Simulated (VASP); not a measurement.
Na:

```
Na
1.0
     3.68877    0.00000    0.00000
    -1.84439    3.19457    0.00000
     0.00000    0.00000    6.26919
Na
2
Direct
  0.33333 0.66667 0.25000
  0.66667 0.33333 0.75000
```

This isn't the form of Na at room conditions, which is bcc.

- Program: VASP 6.6.1
- Task: relaxation of cell and atoms
- Functional: PBE
- Potentials or basis: VASP PAW PBE potentials, release 64 (Na_pv)
- Cutoff: 600 eV
- k mesh: 12 × 12 × 8
- Occupations: gaussian, width 0.1 eV
- Spin: no spin polarisation

At the start: pressure 0.0 GPa; volume 36.94 Å³/atom.

Where does the relaxation end?

Over 6 steps the energy falls by 2.4 meV/atom and the volume is 36.99 Å³/atom (+0.1 %); space group P6_3/mmc (No. 194, to 0.1 Å) before and after.

Step by step:
```tsv
step	energy change (eV)	largest force (eV/Å)	pressure (GPa)	volume (Å³)
1	0.0000	0.0000	0.01	73.88
2	-0.0013	0.0000	0.04	73.90
3	-0.0041	0.0000	0.06	73.95
4	-0.0038	0.0000	0.07	73.97
5	-0.0049	0.0000	0.01	73.97
6	-0.0049	0.0000	0.01	73.97
```

Final structure:
```xyz
2
Lattice="3.7494 0.0000 0.0000 -1.8747 3.2470 0.0000 0.0000 0.0000 6.0759" Properties=species:S:1:pos:R:3 pbc="T T T"
Na    0.0000    2.1647    1.5190
Na    1.8747    1.0823    4.5570
```
